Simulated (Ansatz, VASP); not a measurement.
**One calculation of GaSb3, two programs**

File INCAR:

```
SYSTEM = GaSb3
  PREC = Accurate
  ENCUT = 520
  EDIFF = 1E-6
  ISMEAR = 0
  SIGMA = 0.15
  LREAL = .FALSE.
  LASPH = .TRUE.
  NELM = 100
  ALGO = Normal
  ISIF = 2
  LWAVE = .FALSE.
  LCHARG = .FALSE.
  GGA = PS
  IVDW = 12
  NBANDS = 22
```

The input KPOINTS:

```
Automatic mesh
0
G
  10 10 10
  0 0 0
```

The input POSCAR:

```
GaSb3
1.0
    0.0000000000      3.5380821813      3.5857729617
    3.5380821813      0.0000000000      3.5857729617
    3.5380821813      3.5380821813      0.0000000000
Ga Sb
1 3
Direct
    0.0000000000      0.0000000000      0.0000000000
    0.2500000000      0.2500000000      0.2500000000
    0.7500000000      0.7500000000      0.7500000000
    0.5000000000      0.5000000000      0.5000000000
```

Input for Ansatz:

```yaml
crystal:
  lattice:
    - [0.0, 3.5380821813, 3.5857729617]
    - [3.5380821813, 0.0, 3.5857729617]
    - [3.5380821813, 3.5380821813, 0.0]
  atoms:
    - { symbol: Ga, position: [0.0, 0.0, 0.0] }
    - { symbol: Sb, position: [0.25, 0.25, 0.25] }
    - { symbol: Sb, position: [0.75, 0.75, 0.75] }
    - { symbol: Sb, position: [0.5, 0.5, 0.5] }
basis:
  ecutwfc: 420
kpoints:
  mp_grid: { grid: [10, 10, 10] }
hamiltonian:
  xc: pbesol
  pseudopotentials: { kind: paw, azcp: { folder: soft_1 } }
  dispersion: d3bj
scf:
  occupations: { method: gaussian, width: 0.15 }
output:
  forces: true
  stress: true
  eigenvalues: true
```

Change from the starting cell: mode 4 frozen in at +0.000 Å, equal normal strain along x and y -0.0133.

Alike in both runs: task single point; functional PBEsol; dispersion D3(BJ); k mesh 10 × 10 × 10; occupations gaussian, width 0.15 eV; no spin polarisation.

```csv
,VASP,Ansatz
version,VASP 6.6.1,Ansatz 0.2.0
potentials or method,"VASP PAW PBE potentials, release 64 (Ga_d, Sb), cutoff 520 eV","scalar-relativistic, plane waves, PAW"
valence electrons in the cell,28,58
```

Ansatz gave:

```
gap on the k mesh at the Fermi level (eV)                     : none
pressure (GPa)                                                : 2.2
traceless stress, the component that is largest in VASP (GPa) : -0.65
```

Q: What did VASP give for the same quantities?

A: gap on the k mesh at the Fermi level (eV): none; pressure (GPa): 2.3; traceless stress, the component that is largest in VASP (GPa): -0.65.

VASP's potentials were made for PBE, not for PBEsol, and Ansatz warns of the same on its side. A gap of «none» marks a metal or a gap that the smearing closes. VASP's potentials hold 28 valence electrons a cell and Ansatz's 58, so a difference there can come from the potentials and not from the codes.

Neither program's run includes spin-orbit coupling.
